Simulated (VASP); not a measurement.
Set up this calculation in VASP 6.6.1, as the native input.

| Quantity | Value |
| --- | --- |
| Task | relaxation of cell and atoms |
| Functional | PBE |
| Potentials or basis | VASP PAW PBE potentials, release 64 (Zn, O) |
| Cutoff | 600 eV |
| k mesh | 12 × 12 × 8 |
| Occupations | gaussian, width 0.05 eV |
| Spin | no spin polarisation |
| Dipole correction | no |
| Further INCAR settings | ALGO = Normal; EDIFF = 1e-07; IBRION = 2; EDIFFG = -0.01; NSW = 80; ISIF = 3 |

The structure of ZnO lies in POSCAR:

```
ZnO
1.0
    3.2601941478      0.0000000000      0.0000000000
   -1.6300970739      2.8234109532      0.0000000000
    0.0000000000      0.0000000000      5.2210884991
Zn O
2 2
Direct
    0.3333333333      0.6666666667      0.0000000000
    0.6666666667      0.3333333333      0.5000000000
    0.3333333333      0.6666666667      0.3821000000
    0.6666666667      0.3333333333      0.8821000000
```

These files were run (other wordings do the same):

INCAR

```
ALGO = Normal
EDIFF = 1E-7
EDIFFG = -0.01
ENCUT = 600
GGA = PE
GGA_COMPAT = F
IBRION = 2
ISIF = 3
ISMEAR = 0
LASPH = T
LCHARG = F
LREAL = F
LWAVE = F
NELM = 120
NELMIN = 4
NSW = 80
PREC = Accurate
SIGMA = 0.05
```

KPOINTS

```
k-points
0
Gamma
  12 12 8
```

Potentials or basis: VASP PAW PBE potentials, release 64 (Zn, O).

The run is started by

```console
$ cat potpaw_PBE.64/Zn/POTCAR potpaw_PBE.64/O/POTCAR > POTCAR
$ mpirun -np 1 vasp_std > vasp.out
```

It gave:

```
Relaxed volume                        : 12.40 Å³/atom
Relaxed cell                          : a = 3.286 Å, b = 3.286 Å, c = 5.303 Å, α = 90.00°, β = 90.00°, γ = 120.00°
Space group after relaxing (to 0.1 Å) : P6_3mc (No. 186)
Energy gained by relaxing             : 5.2 meV/atom
Ionic steps                           : 9
Pressure after relaxing               : 0.0 GPa
Band gap on the k mesh                : 0.72 eV
```

Wall time 4.1 min on 1 thread of Intel(R) Xeon(R) 6975P-C (Granite Rapids), on a shared host, peak memory 0.26 GiB.
